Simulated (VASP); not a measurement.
**AgB: relaxation of cell and atoms with PBE**

Crystal: AgB.

```xyz
2
Lattice="2.4380 0.0000 0.0000 0.0000 2.4380 0.0000 0.0000 0.0000 4.6070" Properties=species:S:1:pos:R:3 pbc="T T T"
Ag    1.2190    1.2190    1.8371
B     1.2190    1.2190    4.3686
```

The cell was built from a structure type or drawn by symmetry, and may not be a known phase.

```
Program                : VASP 6.6.1
Task                   : relaxation of cell and atoms
Functional             : PBE
Potentials or basis    : VASP PAW PBE potentials, release 64 (Ag, B)
Cutoff                 : 600 eV
k mesh                 : 8 × 8 × 4
Occupations            : gaussian, width 0.1 eV
Spin                   : no spin polarisation
Dipole correction      : no
Further INCAR settings : ALGO = Normal; EDIFF = 1e-06; IBRION = 2; EDIFFG = -0.04; NSW = 90; ISIF = 3
```

```
Relaxed volume                        : 15.26 Å³/atom
Relaxed cell                          : a = 2.670 Å, b = 2.670 Å, c = 4.282 Å, α = 90.00°, β = 90.00°, γ = 90.00°
Space group after relaxing (to 0.1 Å) : P4/mmm (No. 123)
Energy gained by relaxing             : 277.7 meV/atom
Ionic steps                           : 8
Pressure after relaxing               : -0.1 GPa
Largest force after relaxing          : 0.006 eV/Å
Band gap on the k mesh                : zero (bands 7 and 8 overlap by 1.17 eV)
```

Forces in eV/Å, atoms in the order of the input:
```
Ag   0.000  0.000 -0.006
B    0.000  0.000  0.006
```

Stress tensor (GPa, compression positive):
```
-0.03  0.00  0.00
 0.00 -0.03  0.00
 0.00  0.00 -0.34
```

The path:
```tsv
step	energy change (eV)	largest force (eV/Å)	pressure (GPa)	volume (Å³)
1	0.0000	1.3761	15.00	27.38
2	-0.3888	0.4261	-7.05	32.69
3	-0.3888	0.4443	-6.78	32.55
4	-0.5365	0.1364	0.02	31.20
5	-0.5440	0.2646	-1.74	31.42
6	-0.5548	0.0088	-0.33	30.69
7	-0.5552	0.0447	0.01	30.54
8	-0.5554	0.0065	-0.13	30.52
```

Final structure:
```cif
data_structure
_symmetry_space_group_name_H-M 'P 1'
_symmetry_Int_Tables_number 1
_cell_length_a 2.6697
_cell_length_b 2.6697
_cell_length_c 4.2821
_cell_angle_alpha 90.000
_cell_angle_beta 90.000
_cell_angle_gamma 90.000
_cell_volume 30.52
loop_
_atom_site_label
_atom_site_type_symbol
_atom_site_fract_x
_atom_site_fract_y
_atom_site_fract_z
_atom_site_occupancy
Ag1 Ag 0.50000 0.50000 0.42358 1
B1 B 0.50000 0.50000 0.92344 1
```

Levels at points of the mesh, in eV from the Fermi level:
```tsv
k point	band 4	band 5	band 6	band 7	band 8	band 9	band 10	band 11
(0.00, 0.00, 0.00)	-4.36	-4.36	-3.58	-2.30	1.65	5.19	5.19	12.08
(0.50, 0.00, 0.00)	-4.61	-4.21	-3.52	-1.66	0.06	3.78	6.35	7.18
(0.50, 0.50, 0.00)	-5.65	-2.74	-0.92	-0.92	0.76	1.89	7.36	8.01
(0.00, 0.00, 0.50)	-6.47	-4.48	-4.48	-3.58	5.94	5.94	8.77	9.83
(0.50, 0.00, 0.50)	-5.13	-4.60	-4.30	-0.79	0.56	0.72	6.94	11.93
(0.50, 0.50, 0.50)	-5.96	-2.74	-1.95	0.90	0.90	4.00	5.13	5.13
```

Wall time 110 s on 1 thread of Intel Xeon 8259CL (shared host), peak memory 0.16 GiB.
